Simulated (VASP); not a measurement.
The system is MgO.

```
CELL_PARAMETERS angstrom
2.82888 0.00000 0.00000
0.00000 2.82888 0.00000
0.00000 0.00000 5.07290
ATOMIC_POSITIONS crystal
Mg 0.00000 0.00000 0.00000
O 0.50000 0.50000 0.00000
```

The cell was built from a structure type or drawn by symmetry, and may not be a known phase.

| Property | Result |
| --- | --- |
| Program | VASP 6.6.1 |
| Task | relaxation of cell and atoms |
| Functional | PBE |
| Potentials or basis | VASP PAW PBE potentials, release 64 (Mg_sv, O) |
| Cutoff | 750 eV |
| k mesh | 10 × 10 × 6 |
| Occupations | gaussian, width 0.02 eV |
| Spin | no spin polarisation |

At the start: pressure -0.2 GPa; volume 20.30 Å³/atom.

Where does the relaxation end?

Over 13 steps the energy falls by 3.1 meV/atom and the volume is 18.17 Å³/atom (-10.5 %); space group P4/mmm (No. 123, to 0.1 Å) before and after.

The path:
| step | energy change (eV) | largest force (eV/Å) | pressure (GPa) | volume (Å³) |
| --- | --- | --- | --- | --- |
| 1 | 0.0000 | 0.0000 | -0.19 | 40.60 |
| 2 | -0.0003 | 0.0000 | -0.12 | 40.45 |
| 3 | -0.0012 | 0.0000 | 0.11 | 40.03 |
| 4 | -0.0021 | 0.0000 | 0.59 | 39.19 |
| 5 | -0.0022 | 0.0000 | 0.57 | 39.16 |
| 6 | -0.0025 | 0.0000 | 0.55 | 39.09 |
| 7 | -0.0030 | 0.0000 | 0.47 | 38.96 |
| 8 | -0.0039 | 0.0000 | 0.33 | 38.68 |
| 9 | -0.0052 | 0.0000 | 0.04 | 38.11 |
| 10 | -0.0057 | 0.0000 | -0.58 | 36.98 |
| 11 | -0.0059 | 0.0000 | -0.36 | 37.39 |
| 12 | -0.0061 | 0.0000 | -0.25 | 37.10 |
| 13 | -0.0062 | 0.0000 | 0.05 | 36.33 |

Final structure:
```
CELL_PARAMETERS angstrom
2.82801 0.00000 0.00000
0.00000 2.82801 0.00000
0.00000 0.00000 4.54267
ATOMIC_POSITIONS crystal
Mg 0.00000 0.00000 0.00000
O 0.50000 0.50000 0.00000
```
